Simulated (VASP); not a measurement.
# BaTiO3 (P4mm) in VASP: single point with PBEsol+D4

Aim: the single point of BaTiO3 with PBEsol+D4.

Everything below comes from runs of VASP 6.6.1. Logs are shortened: lines on timing, memory, paths and dates and some standing lists are left out, and cuts for length are marked.

## Step 1: The cell of the first run

Symmetry: P4mm, No. 99, tetragonal system. The conventional cell has a = 4.000 Å, b = 4.000 Å, c = 4.018 Å, α = 90.00°, β = 90.00°, γ = 90.00°. Ba (site symmetry 4mm) has 12 O at 2.79 to 2.88 Å and 8 Ti at 3.45 to 3.49 Å within 3.7 Å. Ti (site symmetry 4mm) has 6 O at 1.89 to 2.13 Å within 2.5 Å. O (site symmetry 4mm) has 2 Ti at 1.89 to 2.13 Å within 2.5 Å. Within 2.9 Å of O (site symmetry 2mm) lie 2 Ti at 2.00 Å and 4 Ba at 2.79 to 2.88 Å and 8 O at 2.83 to 2.84 Å.

## Step 2: Single point, PBEsol+D4

Input file INCAR:

```
ALGO = Normal
EDIFF = 1E-6
ENCUT = 600
GGA = PS
GGA_COMPAT = F
ISIF = 2
ISMEAR = 0
IVDW = 13
LASPH = T
LCHARG = F
LREAL = F
LWAVE = F
NBANDS = 28
NELM = 120
PREC = Accurate
SIGMA = 0.01
```

Input file KPOINTS:

```
k-points
0
Gamma
  6 6 6
```

Input file POSCAR:

```
BaTiO3
1.0
    3.9998000000      0.0000000000      0.0000000000
    0.0000000000      3.9998000000      0.0000000000
    0.0000000000      0.0000000000      4.0180000000
Ba Ti O
1 1 3
Direct
    0.0000000000      0.0000000000      0.0000000000
    0.5000000000      0.5000000000      0.4900000000
    0.5000000000      0.5000000000      0.0190000000
    0.5000000000      0.0000000000      0.5170000000
    0.0000000000      0.5000000000      0.5170000000
```

Potentials or basis: VASP PAW PBE potentials, release 64 (Ba_sv, Ti_sv, O).

The run is started by

```
> cat potpaw_PBE.64/Ba_sv/POTCAR potpaw_PBE.64/Ti_sv/POTCAR potpaw_PBE.64/O/POTCAR > POTCAR
> mpirun -np 1 vasp_std > vasp.out
```

OUTCAR:

```text
EDIFF = 1E-6
   ENCUT = 600
   GGA = PS
   ISIF = 2
   ISMEAR = 0
   IVDW = 13
   LASPH = T
   LREAL = F
   NELM = 120
   PREC = Accurate

 ion  position               nearest neighbor table
   1  0.000  0.000  0.000-   4 2.79   5 2.79   5 2.79   4 2.79   3 2.83   3 2.83   3 2.83   3 2.83
                             4 2.88   5 2.88   5 2.88   4 2.88   2 3.45   2 3.45   2 3.45   2 3.45
   2  0.500  0.500  0.490-   3 1.89   4 2.00   5 2.00   4 2.00   5 2.00   3 2.13   1 3.45   1 3.45
                             1 3.45   1 3.45   1 3.49   1 3.49   1 3.49   1 3.49
   3  0.500  0.500  0.019-   2 1.89   2 2.13   1 2.83   1 2.83   1 2.83   1 2.83
   4  0.500  0.000  0.517-   2 2.00   2 2.00   1 2.79   1 2.79   1 2.88   1 2.88
   5  0.000  0.500  0.517-   2 2.00   2 2.00   1 2.79   1 2.79   1 2.88   1 2.88

  LATTYP: Found a simple tetragonal cell.
 ALAT       =     3.9998000000
 C/A-ratio  =     1.0045502275

  Lattice vectors:

 A1 = (   3.9998000000,   0.0000000000,   0.0000000000)
 A2 = (   0.0000000000,   3.9998000000,   0.0000000000)
 A3 = (   0.0000000000,   0.0000000000,   4.0180000000)

Analysis of symmetry for initial positions (statically):
=====================================================================
 Subroutine PRICEL returns:
 Original cell was already a primitive cell.

 Routine SETGRP: Setting up the symmetry group for a
 simple tetragonal supercell.

 Subroutine GETGRP returns: Found  8 space group operations
 (whereof  8 operations were pure point group operations)
 out of a pool of 16 trial point group operations.

The static configuration has the point symmetry C_4v.

Analysis of symmetry for dynamics (positions and initial velocities):
=====================================================================
 Subroutine PRICEL returns:
 Original cell was already a primitive cell.

 Routine SETGRP: Setting up the symmetry group for a
 simple tetragonal supercell.

 Subroutine GETGRP returns: Found  8 space group operations
 (whereof  8 operations were pure point group operations)
 out of a pool of 16 trial point group operations.

The dynamic configuration has the point symmetry C_4v.

 Subroutine INISYM returns: Found  8 space group operations
 (whereof  8 operations are pure point group operations),
 and found     1 'primitive' translations

----------------------------------------------------------------------------------------

                                     Primitive cell

  volume of cell :      64.2816

  direct lattice vectors                    reciprocal lattice vectors
     3.999800000  0.000000000  0.000000000     0.250012501  0.000000000  0.000000000
     0.000000000  3.999800000  0.000000000     0.000000000  0.250012501  0.000000000
     0.000000000  0.000000000  4.018000000     0.000000000  0.000000000  0.248880040

  length of vectors
     3.999800000  3.999800000  4.018000000     0.250012501  0.250012501  0.248880040

  position of ions in fractional coordinates (direct lattice)
     0.000000000  0.000000000  0.000000000
     0.500000000  0.500000000  0.490000000
     0.500000000  0.500000000  0.019000000
     0.500000000  0.000000000  0.517000000
     0.000000000  0.500000000  0.517000000

  ion indices of the primitive-cell ions
   primitive index   ion index
                 1           1
                 2           2
                 3           3
                 4           4
                 5           5

----------------------------------------------------------------------------------------

 KPOINTS: k-points

Automatic generation of k-mesh.
 Grid dimensions read from file:
 generate k-points for:    6    6    6

 Generating k-lattice:

  Cartesian coordinates                     Fractional coordinates (reciprocal lattice)
     0.041668750  0.000000000  0.000000000     0.166666667  0.000000000  0.000000000
     0.000000000  0.041668750  0.000000000     0.000000000  0.166666667  0.000000000
     0.000000000  0.000000000  0.041480007     0.000000000  0.000000000  0.166666667

  Length of vectors
     0.041668750  0.041668750  0.041480007

  Shift w.r.t. Gamma in fractional coordinates (k-lattice)
     0.000000000  0.000000000  0.000000000

 Subroutine IBZKPT returns following result:
 ===========================================

 Found     40 irreducible k-points:

 Following reciprocal coordinates:
            Coordinates               Weight
  0.000000  0.000000  0.000000      1.000000
  0.166667  0.000000  0.000000      4.000000
  0.333333  0.000000  0.000000      4.000000
  0.500000  0.000000  0.000000      2.000000
  0.166667  0.166667  0.000000      4.000000
  0.333333  0.166667  0.000000      8.000000
[... 16 lines left out ...]
  0.333333  0.000000  0.333333      8.000000
  0.500000  0.000000  0.333333      4.000000
 [... further k-points ...]
   k-points           NKPTS =     40   k-points in BZ     NKDIM =     40   number of bands    NBANDS=     28
   number of dos      NEDOS =    301   number of ions     NIONS =      5
   total plane-waves  NPLWV =  32768
   dimension x,y,z NGX =    32 NGY =   32 NGZ =   32
   dimension x,y,z NGXF=    64 NGYF=   64 NGZF=   64
   ions per type =               1   1   3
   NGX,Y,Z   is equivalent  to a cutoff of  13.30, 13.30, 13.24 a.u.
   NGXF,Y,Z  is equivalent  to a cutoff of  26.60, 26.60, 26.48 a.u.
 SYSTEM =  unknown system
   PREC   = accura    normal or accurate (medium, high low for compatibility)
   ISTART =      0    job   : 0-new  1-cont  2-samecut
   ICHARG =      2    charge: 1-file 2-atom 10-const
   ISPIN  =      1    spin polarized calculation?
   LNONCOLLINEAR =      F non collinear calculations
   LSORBIT =      F    spin-orbit coupling
   LASPH  =      T    aspherical Exc in radial PAW
   ENCUT  =  600.0 eV  44.10 Ry    6.64 a.u.   7.99  7.99  8.02*2*pi/ulx,y,z
   NELM   =    120;   NELMIN=  2; NELMDL= -5     # of ELM steps
   EDIFF  = 0.1E-05   stopping-criterion for ELM
   LREAL  =      F    real-space projection
   EDIFFG = 0.1E-04   stopping-criterion for IOM
   NSW    =      0    number of steps for IOM
   IBRION =     -1    ionic relax: 0-MD 1-quasi-New 2-CG
   NFREE  =      0    steps in history (QN), initial steepest desc. (CG)
   ISIF   =      2    stress and relaxation
   ISYM   =      2    0-nonsym 1-usesym 2-fastsym
   POTIM  = 0.5000    time-step for ionic-motion
   TEBEG  =    0.0;   TEEND  =   0.0 temperature during run
   PSTRESS=    0.0 pullay stress
   NELECT =      40.0000    total number of electrons
   NUPDOWN=      -1.0000    fix difference up-down
   EMIN   =  10.00;   EMAX   =-10.00  energy-range for DOS
   EFERMI =   0.00;   METHOD = LEGACY
   ISMEAR =     0;   SIGMA  =   0.01  broadening in eV -4-tet -1-fermi 0-gaus
   EFERMI_NEDOS =   21; number of points for ismear=-14 and -15
   IALGO  =     38    algorithm
   IMIX   =      4    mixing-type and parameters
     AMIX     =   0.40;   BMIX     =  1.00
     AMIX_MAG =   1.60;   BMIX_MAG =  1.00
  volume/ion in A,a.u.               =      12.86        86.76
  Fermi-wavevector in a.u.,A,eV,Ry     =   1.397653  2.641181 26.578078  1.953434
  Thomas-Fermi vector in A             =   2.520888
   LORBIT       =      0    0 simple, 1 ext, 2 COOP (PROOUT), +10 PAW based schemes
   GGA     = PS    functional components
   LHFCALC =     F    Hartree Fock is set to
   AEXX    =    0.0000 exact exchange contribution
   IVDW    =    13    specifies the selected vdW correction
   LEPSILON=     F    determine dielectric tensor
   LRPA    =     F    only Hartree local field effects (RPA)
 non-spin polarized calculation
 Gauss-broadening in eV      SIGMA  =   0.01
  energy-cutoff  :      600.00
  volume of cell :       64.28
 maximum number of plane-waves:      2176
 NGX is ok and might be reduce to    32
   NGX = 15   NGY = 15   NGZ = 17

 number of electron      39.9999999 magnetization

 Free energy of the ion-electron system (eV)
  ---------------------------------------------------
  ext. energy  EPLUGINS =         0.00000000
  ---------------------------------------------------
  free energy    TOTEN  =       -41.99329698 eV

  energy without entropy =      -41.99329698  energy(sigma->0) =      -41.99329698

 E-fermi :   3.7536     XC(G=0): -11.4997

 val. band max:        3.7019335682   @ k =   0.5000   0.5000   0.5000
 cond. band min:       5.4287147363   @ k =   0.0000   0.0000   0.0000
 fundamental gap:      1.7267811681
 Fermi energy:         3.7536380719

 k-point     1 :       0.0000    0.0000    0.0000
  band No.  band energies     occupation
      1     -52.6315      2.00000
      2     -28.9864      2.00000
      3     -28.9554      2.00000
      4     -28.9554      2.00000
      5     -21.1013      2.00000
      6     -13.1422      2.00000
[... 20 lines left out ...]
     27       8.6161      0.00000
     28      10.8038      0.00000

 k-point     2 :       0.1667    0.0000    0.0000
  band No.  band energies     occupation
      1     -52.6313      2.00000
      2     -28.9858      2.00000
      3     -28.9690      2.00000
      4     -28.9549      2.00000
      5     -21.0712      2.00000
      6     -13.1688      2.00000
[... 20 lines left out ...]
     27       9.1338      0.00000
     28      11.4641      0.00000

 k-point     3 :       0.3333    0.0000    0.0000
  band No.  band energies     occupation
      1     -52.6307      2.00000
      2     -28.9960      2.00000
      3     -28.9847      2.00000
      4     -28.9538      2.00000
      5     -21.0097      2.00000
      6     -13.3010      2.00000
[... 20 lines left out ...]
     27      10.3702      0.00000
     28      11.8990      0.00000

 k-point     4 :       0.5000    0.0000    0.0000
  band No.  band energies     occupation
      1     -52.6304      2.00000
      2     -29.0094      2.00000
      3     -28.9842      2.00000
      4     -28.9533      2.00000
      5     -20.9782      2.00000
      6     -13.3875      2.00000
[... 20 lines left out ...]
     27      11.1523      0.00000
     28      11.8135      0.00000

 k-point     5 :       0.1667    0.1667    0.0000
  band No.  band energies     occupation
      1     -52.6310      2.00000
      2     -28.9853      2.00000
      3     -28.9687      2.00000
      4     -28.9680      2.00000
      5     -21.0437      2.00000
      6     -13.1526      2.00000
[... 20 lines left out ...]
     27       9.6188      0.00000
     28      11.7309      0.00000

 k-point     6 :       0.3333    0.1667    0.0000
  band No.  band energies     occupation
      1     -52.6305      2.00000
      2     -28.9952      2.00000
      3     -28.9842      2.00000
      4     -28.9671      2.00000
      5     -20.9875      2.00000
      6     -13.2061      2.00000
[... 463 lines left out ...]
      5     -21.0129      2.00000
      6     -13.2696      2.00000
[... 20 lines left out ...]
     27      10.3762      0.00000
     28      11.8899      0.00000

 k-point    22 :       0.1667    0.0000    0.3333
  band No.  band energies     occupation
      1     -52.6305      2.00000
      2     -29.0245      2.00000
      3     -28.9672      2.00000
      4     -28.9534      2.00000
      5     -20.9906      2.00000
      6     -13.1707      2.00000
[... 20 lines left out ...]
     27      10.8857      0.00000
     28      12.2658      0.00000

 k-point    23 :       0.3333    0.0000    0.3333
  band No.  band energies     occupation
      1     -52.6300      2.00000
      2     -29.0229      2.00000
      3     -28.9936      2.00000
      4     -28.9524      2.00000
      5     -20.9453      2.00000
      6     -13.0038      2.00000
[... 20 lines left out ...]
     27      12.0014      0.00000
     28      12.2797      0.00000

 k-point    24 :       0.5000    0.0000    0.3333
  band No.  band energies     occupation
      1     -52.6297      2.00000
      2     -29.0220      2.00000
      3     -29.0068      2.00000
      4     -28.9519      2.00000
      5     -20.9223      2.00000
      6     -12.9585      2.00000
[... 20 lines left out ...]
     27      11.7760      0.00000
     28      13.0821      0.00000

 [... further k-points ...]

------------------------ aborting loop because EDIFF is reached ----------------------------------------

  DFT-D4 for vdW energy calculation

  Edisp (eV):   -0.62065

  FORCE on cell =-STRESS in cart. coord.  units (eV):
  Direction    XX          YY          ZZ          XY          YZ          ZX
  --------------------------------------------------------------------------------------
  -------------------------------------------------------------------------------------
  Total      -1.67869    -1.67869    -1.29639     0.00000    -0.00000     0.00000
  in kB     -41.84025   -41.84025   -32.31179     0.00000    -0.00000     0.00000
  external pressure =      -38.66 kB  Pullay stress =        0.00 kB

 VOLUME and BASIS-vectors are now :
 -----------------------------------------------------------------------------
  energy-cutoff  :      600.00
  volume of cell :       64.28
      direct lattice vectors                 reciprocal lattice vectors
     3.999800000  0.000000000  0.000000000     0.250012501  0.000000000  0.000000000
     0.000000000  3.999800000  0.000000000     0.000000000  0.250012501  0.000000000
     0.000000000  0.000000000  4.018000000     0.000000000  0.000000000  0.248880040

 POSITION                                       TOTAL-FORCE (eV/Angst)
 -----------------------------------------------------------------------------------
      0.00000      0.00000      0.00000         0.000000      0.000000      0.050646
      1.99990      1.99990      1.96882         0.000000      0.000000     -0.151206
      1.99990      1.99990      0.07634        -0.000000     -0.000000      0.336911
      1.99990      0.00000      2.07731         0.000000      0.000000     -0.118175
      0.00000      1.99990      2.07731         0.000000      0.000000     -0.118175
 -----------------------------------------------------------------------------------
    total drift:                                0.000000     -0.000000     -0.000350

  FREE ENERGIE OF THE ION-ELECTRON SYSTEM (eV)
  ---------------------------------------------------
  free  energy   TOTEN  =       -42.6139433317 eV

  energy  without entropy=      -42.6139433317  energy(sigma->0) =      -42.61394333
```

Wall time 82 s (1 thread of Intel Xeon Platinum 8259CL at 2.50GHz (Skylake/Cascade Lake), shared host); peak memory 0.24 GiB.

Results:

```
Free energy                : -42.6139 eV
Pressure                   : -3.9 GPa
Largest force              : 0.337 eV/Å
Band gap on the k mesh     : 1.73 eV (least direct gap 2.02 eV)
Dispersion energy per atom : -0.124 eV
```

Forces in eV/Å, atoms in the order of the input:
```
Ba   0.000  0.000  0.051
Ti   0.000  0.000 -0.151
O    0.000  0.000  0.337
O    0.000  0.000 -0.118
O    0.000  0.000 -0.118
```

Stress tensor (GPa, compression positive):
```
-4.18  0.00  0.00
 0.00 -4.18  0.00
 0.00  0.00 -3.23
```

Levels at points of the mesh, in eV from the valence-band top:
```
           k point  band 18  band 19  band 20  band 21  band 22  band 23
(0.00, 0.00, 0.00)    -0.30    -0.29    -0.29     1.73     1.95     1.95
(0.50, 0.00, 0.00)    -1.76    -0.96    -0.85     2.09     3.49     3.52
(0.50, 0.50, 0.00)    -0.98    -0.98    -0.09     3.54     3.54     3.92
(0.00, 0.00, 0.50)    -1.97    -0.71    -0.71     1.89     3.55     3.55
(0.50, 0.00, 0.50)    -0.91    -0.90    -0.17     3.51     3.56     3.91
(0.50, 0.50, 0.50)    -0.08    -0.08     0.00     4.17     4.17     4.17
```

Caveat: the cell stands under tension; the PAW data sets were made with another functional, which shifts forces and pressure a little; spin-orbit coupling is left out, which moves the levels of the heavy elements.
